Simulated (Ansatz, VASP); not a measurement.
# One calculation of MoS2, two programs

Contents of INCAR:

```
SYSTEM = MoS2
  ALGO = Normal
  EDIFF = 1E-6
  ENCUT = 500
  GGA = PE
  GGA_COMPAT = .FALSE.
  ISIF = 2
  ISMEAR = 0
  LASPH = .TRUE.
  LCHARG = .TRUE.
  LELF = .TRUE.
  LREAL = .FALSE.
  LVHAR = .TRUE.
  LWAVE = .FALSE.
  NBANDS = 20
  NELM = 120
  PREC = Accurate
  SIGMA = 0.02
```

Contents of KPOINTS:

```
k-points
0
G
  9 9 9
  0 0 0
```

Contents of POSCAR:

```
MoS2
1.0
    1.6079168211      0.9283312095      6.5462817456
   -1.6079168211      0.9283312095      6.5462817456
    0.0000000000     -1.8566624190      6.5462817456
Mo S
1 2
Direct
    0.9997750400      0.9997750400      0.9997750400
    0.4129302200      0.4129302200      0.4129302200
    0.2532957400      0.2532957400      0.2532957400
```

Input for Ansatz:

```yaml
crystal:
  lattice:
    - [1.6079168211, 0.9283312095, 6.5462817456]
    - [-1.6079168211, 0.9283312095, 6.5462817456]
    - [0.0, -1.856662419, 6.5462817456]
  atoms:
    - { symbol: Mo, position: [0.99977504, 0.99977504, 0.99977504] }
    - { symbol: S, position: [0.41293022, 0.41293022, 0.41293022] }
    - { symbol: S, position: [0.25329574, 0.25329574, 0.25329574] }
hamiltonian:
  xc: pbe
  pseudopotentials:
    kind: all_electron
    lapw: { basis_error: 0.0001, muffin_tin_radii: { S: 1.032, Mo: 1.217 } }
kpoints:
  mp_grid: { grid: [9, 9, 9] }
scf:
  occupations: { method: gaussian, width: 0.02 }
  convergence: { dr2_threshold: 1.0e-09 }
output:
  eigenvalues: true
```

Alike in both runs: task single point; functional PBE; k mesh 9 × 9 × 9; occupations gaussian, width 0.02 eV; no spin polarisation.

|  | VASP | Ansatz |
| --- | --- | --- |
| version | VASP 6.6.1 | Ansatz 0.2.0 |
| potentials or method | VASP PAW PBE potentials, release 64 (Mo_sv, S), cutoff 500 eV | all-electron LAPW, scalar-relativistic |

Ansatz gave:

- gap on the k mesh at the Fermi level (eV): 1.07
- least direct gap on the mesh (eV): 1.59

Problem. Estimate VASP's values.

Solution. gap on the k mesh at the Fermi level (eV): 1.08; least direct gap on the mesh (eV): 1.60.

Ansatz ran all-electron here, and VASP with PAW potentials.
